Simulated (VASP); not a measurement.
# LiF (a.b) (Fm-3m) in VASP: notebook

The runs below take LiF (a.b) through single point, with PBEsol.

All numbers are computed with VASP 6.6.1; they aren't measurements. Logs are shortened: lines on timing, memory, paths and dates and some standing lists are left out, and cuts for length are marked.

## 1. The cell of the first run

Symmetry: Fm-3m, No. 225, cubic system. Conventional cell: a = 4.020 Å, b = 4.020 Å, c = 4.020 Å, α = 90.00°, β = 90.00°, γ = 90.00°. Within 2.7 Å of Li (site symmetry m-3m) lie 6 F at 2.01 Å. F (site symmetry m-3m) has 6 Li at 2.01 Å within 2.7 Å.

## 2. Single point, PBEsol

Input file INCAR:

```
SYSTEM = LiF
PREC     = Accurate       ! precision mode
ENCUT    = 750            ! plane-wave cutoff, eV
EDIFF    = 1E-6           ! SCF threshold, eV
ISMEAR   = 0              ! smearing method
SIGMA    = 0.1            ! smearing width, eV
LREAL    = .False.        ! projectors in reciprocal space
LASPH    = .True.         ! aspherical terms in the spheres
NELM     = 120            ! most SCF steps
ALGO     = Normal         ! electronic algorithm
ISIF     = 2              ! what is computed and relaxed
LWAVE    = .False.        ! write WAVECAR
LCHARG   = .True.         ! write CHGCAR
GGA      = PS             ! functional
LELF     = .True.         ! ELF
LVHAR    = .True.       
NBANDS   = 12             ! bands
GGA_COMPAT= .False.
```

Input file KPOINTS:

```
regular mesh
0
Gamma
  8 8 8
  0 0 0
```

Input file POSCAR:

```
LiF
1.0
    0.0000000000      2.0100000000      2.0100000000
    2.0100000000      0.0000000000      2.0100000000
    2.0100000000      2.0100000000      0.0000000000
Li F
1 1
Direct
    0.0000000000      0.0000000000      0.0000000000
    0.5000000000      0.5000000000      0.5000000000
```

Potentials or basis: VASP PAW PBE potentials, release 64 (Li_sv, F).

Started as:

```bash
$ cat potpaw_PBE.64/Li_sv/POTCAR potpaw_PBE.64/F/POTCAR > POTCAR
$ mpirun -np 1 vasp_std > vasp.out
```

OUTCAR:

```text
SYSTEM = LiF
   PREC = Accurate
   ENCUT = 750
   EDIFF = 1E-6
   ISMEAR = 0
   LREAL = .False.
   LASPH = .True.
   NELM = 120
   ISIF = 2
   GGA = PS

 ion  position               nearest neighbor table
   1  0.000  0.000  0.000-   2 2.01   2 2.01   2 2.01   2 2.01   2 2.01   2 2.01
   2  0.500  0.500  0.500-   1 2.01   1 2.01   1 2.01   1 2.01   1 2.01   1 2.01

  LATTYP: Found a face centered cubic cell.
 ALAT       =     4.0200000000

  Lattice vectors:

 A1 = (   0.0000000000,   2.0100000000,   2.0100000000)
 A2 = (   2.0100000000,   0.0000000000,   2.0100000000)
 A3 = (   2.0100000000,   2.0100000000,   0.0000000000)

Analysis of symmetry for initial positions (statically):
=====================================================================
 Subroutine PRICEL returns:
 Original cell was already a primitive cell.

 Routine SETGRP: Setting up the symmetry group for a
 face centered cubic supercell.

 Subroutine GETGRP returns: Found 48 space group operations
 (whereof 48 operations were pure point group operations)
 out of a pool of 48 trial point group operations.

The static configuration has the point symmetry O_h .

Analysis of symmetry for dynamics (positions and initial velocities):
=====================================================================
 Subroutine PRICEL returns:
 Original cell was already a primitive cell.

 Routine SETGRP: Setting up the symmetry group for a
 face centered cubic supercell.

 Subroutine GETGRP returns: Found 48 space group operations
 (whereof 48 operations were pure point group operations)
 out of a pool of 48 trial point group operations.

The dynamic configuration has the point symmetry O_h .

 Subroutine INISYM returns: Found 48 space group operations
 (whereof 48 operations are pure point group operations),
 and found     1 'primitive' translations

----------------------------------------------------------------------------------------

                                     Primitive cell

  volume of cell :      16.2412

  direct lattice vectors                    reciprocal lattice vectors
     0.000000000  2.010000000  2.010000000    -0.248756219  0.248756219  0.248756219
     2.010000000  0.000000000  2.010000000     0.248756219 -0.248756219  0.248756219
     2.010000000  2.010000000  0.000000000     0.248756219  0.248756219 -0.248756219

  length of vectors
     2.842569260  2.842569260  2.842569260     0.430858410  0.430858410  0.430858410

  position of ions in fractional coordinates (direct lattice)
     0.000000000  0.000000000  0.000000000
     0.500000000  0.500000000  0.500000000

  ion indices of the primitive-cell ions
   primitive index   ion index
                 1           1
                 2           2

----------------------------------------------------------------------------------------

 KPOINTS: regular mesh

Automatic generation of k-mesh.
 Grid dimensions read from file:
 generate k-points for:    8    8    8

 Generating k-lattice:

  Cartesian coordinates                     Fractional coordinates (reciprocal lattice)
    -0.031094527  0.031094527  0.031094527     0.125000000  0.000000000  0.000000000
     0.031094527 -0.031094527  0.031094527     0.000000000  0.125000000  0.000000000
     0.031094527  0.031094527 -0.031094527     0.000000000  0.000000000  0.125000000

  Length of vectors
     0.053857301  0.053857301  0.053857301

  Shift w.r.t. Gamma in fractional coordinates (k-lattice)
     0.000000000  0.000000000  0.000000000

 Subroutine IBZKPT returns following result:
 ===========================================

 Found     29 irreducible k-points:

 Following reciprocal coordinates:
            Coordinates               Weight
  0.000000  0.000000  0.000000      1.000000
  0.125000  0.000000  0.000000      8.000000
  0.250000  0.000000  0.000000      8.000000
  0.375000  0.000000  0.000000      8.000000
  0.500000  0.000000  0.000000      4.000000
  0.125000  0.125000  0.000000      6.000000
[... 16 lines left out ...]
  0.500000  0.250000  0.125000     48.000000
 -0.375000  0.250000  0.125000     24.000000
 [... further k-points ...]
   k-points           NKPTS =     29   k-points in BZ     NKDIM =     29   number of bands    NBANDS=     12
   number of dos      NEDOS =    301   number of ions     NIONS =      2
   total plane-waves  NPLWV =  21952
   dimension x,y,z NGX =    28 NGY =   28 NGZ =   28
   dimension x,y,z NGXF=    56 NGYF=   56 NGZF=   56
   ions per type =               1   1
   NGX,Y,Z   is equivalent  to a cutoff of  16.38, 16.38, 16.38 a.u.
   NGXF,Y,Z  is equivalent  to a cutoff of  32.75, 32.75, 32.75 a.u.
 SYSTEM =  LiF
   PREC   = accura    normal or accurate (medium, high low for compatibility)
   ISTART =      0    job   : 0-new  1-cont  2-samecut
   ICHARG =      2    charge: 1-file 2-atom 10-const
   ISPIN  =      1    spin polarized calculation?
   LNONCOLLINEAR =      F non collinear calculations
   LSORBIT =      F    spin-orbit coupling
   LASPH  =      T    aspherical Exc in radial PAW
   ENCUT  =  750.0 eV  55.12 Ry    7.42 a.u.   6.35  6.35  6.35*2*pi/ulx,y,z
   NELM   =    120;   NELMIN=  2; NELMDL= -5     # of ELM steps
   EDIFF  = 0.1E-05   stopping-criterion for ELM
   LREAL  =      F    real-space projection
   EDIFFG = 0.1E-04   stopping-criterion for IOM
   NSW    =      0    number of steps for IOM
   IBRION =     -1    ionic relax: 0-MD 1-quasi-New 2-CG
   NFREE  =      0    steps in history (QN), initial steepest desc. (CG)
   ISIF   =      2    stress and relaxation
   ISYM   =      2    0-nonsym 1-usesym 2-fastsym
   POTIM  = 0.5000    time-step for ionic-motion
   TEBEG  =    0.0;   TEEND  =   0.0 temperature during run
   PSTRESS=    0.0 pullay stress
   NELECT =      10.0000    total number of electrons
   NUPDOWN=      -1.0000    fix difference up-down
   EMIN   =  10.00;   EMAX   =-10.00  energy-range for DOS
   EFERMI =   0.00;   METHOD = LEGACY
   ISMEAR =     0;   SIGMA  =   0.10  broadening in eV -4-tet -1-fermi 0-gaus
   EFERMI_NEDOS =   21; number of points for ismear=-14 and -15
   IALGO  =     38    algorithm
   IMIX   =      4    mixing-type and parameters
     AMIX     =   0.40;   BMIX     =  1.00
     AMIX_MAG =   1.60;   BMIX_MAG =  1.00
  volume/ion in A,a.u.               =       8.12        54.80
  Fermi-wavevector in a.u.,A,eV,Ry     =   1.392736  2.631889 26.391402  1.939713
  Thomas-Fermi vector in A             =   2.516450
   LORBIT       =      0    0 simple, 1 ext, 2 COOP (PROOUT), +10 PAW based schemes
   GGA     = PS    functional components
   LHFCALC =     F    Hartree Fock is set to
   AEXX    =    0.0000 exact exchange contribution
   IVDW    =     0    specifies the selected vdW correction
   LEPSILON=     F    determine dielectric tensor
   LRPA    =     F    only Hartree local field effects (RPA)
 non-spin polarized calculation
 Gauss-broadening in eV      SIGMA  =   0.10
  energy-cutoff  :      750.00
  volume of cell :       16.24
 maximum number of plane-waves:       775
 NGX is ok and might be reduce to    28
   NGX = 13   NGY = 13   NGZ = 13

 number of electron      10.0000003 magnetization

 Free energy of the ion-electron system (eV)
  ---------------------------------------------------
  ext. energy  EPLUGINS =         0.00000000
  ---------------------------------------------------
  free energy    TOTEN  =        -9.85743419 eV

  energy without entropy =       -9.85743419  energy(sigma->0) =       -9.85743419

 E-fermi :  -0.5598     XC(G=0): -10.2327

 val. band max:       -1.0820100295   @ k =   0.0000   0.0000   0.0000
 cond. band min:       7.8775123456   @ k =   0.0000   0.0000   0.0000
 fundamental gap:      8.9595223751
 Fermi energy:        -0.5598242536

 k-point     1 :       0.0000    0.0000    0.0000
  band No.  band energies     occupation
      1     -41.2609      2.00000
      2     -20.9604      2.00000
      3      -1.0820      2.00000
      4      -1.0820      2.00000
      5      -1.0820      2.00000
      6       7.8775      0.00000
      7      22.8294      0.00000
      8      22.8294      0.00000
      9      22.8294      0.00000
     10      23.0937      0.00000
     11      23.0937      0.00000
     12      23.0937      0.00000

 k-point     2 :       0.1250    0.0000    0.0000
  band No.  band energies     occupation
      1     -41.2513      2.00000
      2     -20.8992      2.00000
      3      -1.5296      2.00000
      4      -1.1181      2.00000
      5      -1.1181      2.00000
      6       8.3191      0.00000
      7      19.3537      0.00000
      8      21.1632      0.00000
      9      21.1632      0.00000
     10      24.4112      0.00000
     11      24.4741      0.00000
     12      24.4741      0.00000

 k-point     3 :       0.2500    0.0000    0.0000
  band No.  band energies     occupation
      1     -41.2282      2.00000
      2     -20.7459      2.00000
      3      -2.4866      2.00000
      4      -1.2027      2.00000
      5      -1.2027      2.00000
      6       9.1333      0.00000
      7      16.7014      0.00000
      8      19.3772      0.00000
      9      19.3772      0.00000
     10      25.8121      0.00000
     11      26.3246      0.00000
     12      26.3247      0.00000

 k-point     4 :       0.3750    0.0000    0.0000
  band No.  band energies     occupation
      1     -41.2050      2.00000
      2     -20.5839      2.00000
      3      -3.3334      2.00000
      4      -1.2837      2.00000
      5      -1.2837      2.00000
      6       9.5181      0.00000
      7      15.6554      0.00000
      8      18.1470      0.00000
      9      18.1470      0.00000
     10      27.7357      0.00000
     11      28.5530      0.00000
     12      28.5530      0.00000

 k-point     5 :       0.5000    0.0000    0.0000
  band No.  band energies     occupation
      1     -41.1954      2.00000
      2     -20.5141      2.00000
      3      -3.6620      2.00000
      4      -1.3161      2.00000
      5      -1.3161      2.00000
      6       9.5272      0.00000
      7      15.5324      0.00000
      8      17.7159      0.00000
      9      17.7159      0.00000
     10      29.1988      0.00000
     11      29.8352      0.00000
     12      29.8352      0.00000
[... 228 lines left out ...]
      1     -41.1788      2.00000
      2     -20.2369      2.00000
      3      -4.1689      2.00000
      4      -2.1033      2.00000
      5      -2.1033      2.00000
      6      13.6044      0.00000
      7      15.1437      0.00000
      8      16.3046      0.00000
      9      19.0743      0.00000
     10      19.0743      0.00000
     11      32.2802      0.00000
     12      37.1927      0.00000

 k-point    22 :       0.3750    0.2500    0.1250
  band No.  band energies     occupation
      1     -41.2119      2.00000
      2     -20.6054      2.00000
      3      -2.7542      2.00000
      4      -1.8601      2.00000
      5      -1.3804      2.00000
      6      10.2895      0.00000
      7      15.7987      0.00000
      8      18.4758      0.00000
      9      18.9733      0.00000
     10      22.5050      0.00000
     11      29.9402      0.00000
     12      30.0238      0.00000

 k-point    23 :       0.5000    0.2500    0.1250
  band No.  band energies     occupation
      1     -41.1939      2.00000
      2     -20.4560      2.00000
      3      -3.2563      2.00000
      4      -2.2254      2.00000
      5      -1.5053      2.00000
      6      11.0776      0.00000
      7      14.7210      0.00000
      8      17.9089      0.00000
      9      18.3349      0.00000
     10      24.5089      0.00000
     11      29.1439      0.00000
     12      31.8408      0.00000

 k-point    24 :      -0.3750    0.2500    0.1250
  band No.  band energies     occupation
      1     -41.1865      2.00000
      2     -20.3919      2.00000
      3      -3.4701      2.00000
      4      -2.3445      2.00000
      5      -1.5748      2.00000
      6      11.2848      0.00000
      7      14.5146      0.00000
      8      17.7842      0.00000
      9      18.0125      0.00000
     10      26.4152      0.00000
     11      27.5220      0.00000
     12      33.0690      0.00000

 [... further k-points ...]
[... 5 lines left out ...]
  --------------------------------------------------------------------------------------
  -------------------------------------------------------------------------------------
  Total       -0.1053420     -0.1053420     -0.1053420      0.0000000      0.0000000      0.0000000
  in kB      -10.3918805    -10.3918805    -10.3918805      0.0000000      0.0000000      0.0000000
  external PRESSURE =     -10.3918805 kB  Pullay stress =       0.0000000 kB

 VOLUME and BASIS-vectors are now :
 -----------------------------------------------------------------------------
  energy-cutoff  :      750.00
  volume of cell :       16.24
      direct lattice vectors                 reciprocal lattice vectors
     0.000000000  2.010000000  2.010000000    -0.248756219  0.248756219  0.248756219
     2.010000000  0.000000000  2.010000000     0.248756219 -0.248756219  0.248756219
     2.010000000  2.010000000  0.000000000     0.248756219  0.248756219 -0.248756219

 POSITION                                       TOTAL-FORCE (eV/Angst)
 -----------------------------------------------------------------------------------
      0.00000      0.00000      0.00000        -0.000000     -0.000000     -0.000000
      2.01000      2.01000      2.01000         0.000000      0.000000      0.000000
 -----------------------------------------------------------------------------------
    total drift:                                0.000000      0.000000      0.000000

  FREE ENERGIE OF THE ION-ELECTRON SYSTEM (eV)
  ---------------------------------------------------
  free  energy   TOTEN  =        -9.8574341902 eV

  energy  without entropy=       -9.8574341902  energy(sigma->0) =       -9.85743419
```

Run time: 16 s. Hardware: 1 thread of Intel Xeon 8259CL, shared host; peak memory 0.15 GiB.

Results:

```
Free energy            : -9.8574 eV
Pressure               : -1.0 GPa
Band gap on the k mesh : 8.96 eV, direct
```

Caveat: the PAW data sets were made with another functional, which shifts forces and pressure a little. A k mesh can miss the band edges.

## 3. Single point, PBEsol

This run uses another cell than the first one, of 8.04 Å³/atom, 0.990 times its volume.

Input file INCAR:

```
SYSTEM = LiF
PREC = Accurate
ENCUT = 750
EDIFF = 1E-6
ISMEAR = 0
SIGMA = 0.02
LREAL = .FALSE.
LASPH = .TRUE.
NELM = 120
ALGO = Normal
ISIF = 2
LWAVE = .FALSE.
LCHARG = .FALSE.
GGA = PS
NBANDS = 12
GGA_COMPAT = .FALSE.
```

Input file KPOINTS:

```
Automatic mesh
0
G
  10 10 10
  0 0 0
```

Input file POSCAR:

```
LiF
1.0
    0.0000000000      2.0031739689      2.0031739689
    2.0031739689      0.0000000000      2.0031739689
    2.0031739689      2.0031739689      0.0000000000
Li F
1 1
Direct
    0.0000000000      0.0000000000      0.0000000000
    0.5000000000      0.5000000000      0.5000000000
```

Potentials or basis: VASP PAW PBE potentials, release 64 (Li_sv, F).

Started as:

```bash
$ cat potpaw_PBE.64/Li_sv/POTCAR potpaw_PBE.64/F/POTCAR > POTCAR
$ mpirun -np 1 vasp_std > vasp.out
```

Run time: 20 s. Hardware: 1 thread of Intel Xeon 8259CL, shared host; peak memory 0.15 GiB.

Results (log left out):

```yaml
Free_energy: -9.8577 eV
Pressure: -0.3 GPa
Band_gap_on_the_k_mesh: 9.05 eV, direct
```

Levels at points of the mesh, in eV from the valence-band top:
| k point | band 3 | band 4 | band 5 | band 6 | band 7 | band 8 |
| --- | --- | --- | --- | --- | --- | --- |
| (0.00, 0.00, 0.00) | 0.00 | 0.00 | 0.00 | 9.05 | 24.04 | 24.04 |
| (0.50, 0.00, 0.00) | -2.61 | -0.24 | -0.24 | 10.66 | 16.73 | 18.88 |
| (0.50, 0.50, 0.00) | -3.13 | -1.04 | -1.04 | 14.78 | 16.27 | 17.51 |

Caveat: the PAW data sets were made with another functional, which shifts forces and pressure a little.

## 4. Single point, PBEsol

This run uses another cell than the first one, of 8.04 Å³/atom, 0.990 times its volume.

Input file INCAR:

```
ALGO = Normal
EDIFF = 1E-6
ENCUT = 750
GGA = PS
GGA_COMPAT = F
ISIF = 2
ISMEAR = 0
LASPH = T
LCHARG = F
LREAL = F
LWAVE = F
NBANDS = 12
NELM = 120
PREC = Accurate
SIGMA = 0.02
```

Input file KPOINTS:

```
k-points
0
Gamma
  10 10 10
```

POSCAR is that of step 3.

Started as:

```bash
$ cat potpaw_PBE.64/Li_sv/POTCAR potpaw_PBE.64/F/POTCAR > POTCAR
$ mpirun -np 1 vasp_std > vasp.out
```

Run time: 22 s. Hardware: 1 thread of Intel Xeon 8259CL, shared host; peak memory 0.15 GiB.

Results (log left out):

* Free energy: -9.8577 eV
* Pressure: -0.3 GPa
* Band gap on the k mesh: 9.05 eV, direct

Levels at points of the mesh, in eV from the valence-band top:
```csv
k point,band 3,band 4,band 5,band 6,band 7,band 8
"(0.00, 0.00, 0.00)",0.00,0.00,0.00,9.05,24.04,24.04
"(0.50, 0.00, 0.00)",-2.61,-0.24,-0.24,10.66,16.73,18.88
"(0.50, 0.50, 0.00)",-3.13,-1.04,-1.04,14.78,16.27,17.51
```

Caveat: the PAW data sets were made with another functional, which shifts forces and pressure a little. Expect the measured gap to be larger: semilocal functionals such as PBEsol lack the derivative discontinuity.
